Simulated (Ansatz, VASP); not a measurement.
**Two plane-wave programs on Hf**

```
CELL_PARAMETERS angstrom
0.00000 2.41632 1.77430
2.41632 0.00000 1.77430
2.41632 2.41632 0.00000
ATOMIC_POSITIONS crystal
Hf 0.00000 0.00000 0.00000
```

Alike in both runs: task single point; functional LDA; k mesh 20 × 20 × 20; occupations gaussian, width 0.15 eV; no spin polarisation.

|  | VASP | Ansatz |
| --- | --- | --- |
| version | VASP 6.6.1 | Ansatz 0.2.0 |
| potentials or method | VASP PAW LDA potentials, release 64 (Hf_pv), cutoff 520 eV | scalar-relativistic, plane waves, PAW |
| valence electrons in the cell | 10 | 26 |

```csv
,VASP,Ansatz,Ansatz less VASP
gap on the k mesh at the Fermi level (eV),none,none,-
pressure (GPa),-1.5,-1.6,-0.13
"traceless stress, the component that is largest in VASP (GPa)",0.67,0.66,-0.009
```

LDA's correlation is that of Perdew and Zunger in VASP and of Perdew and Wang (1992) in Ansatz. A gap of «none» marks a metal or a gap that the smearing closes. VASP's potentials hold 10 valence electrons a cell and Ansatz's 26, so a difference there can come from the potentials and not from the codes.

Neither program's run includes spin-orbit coupling.
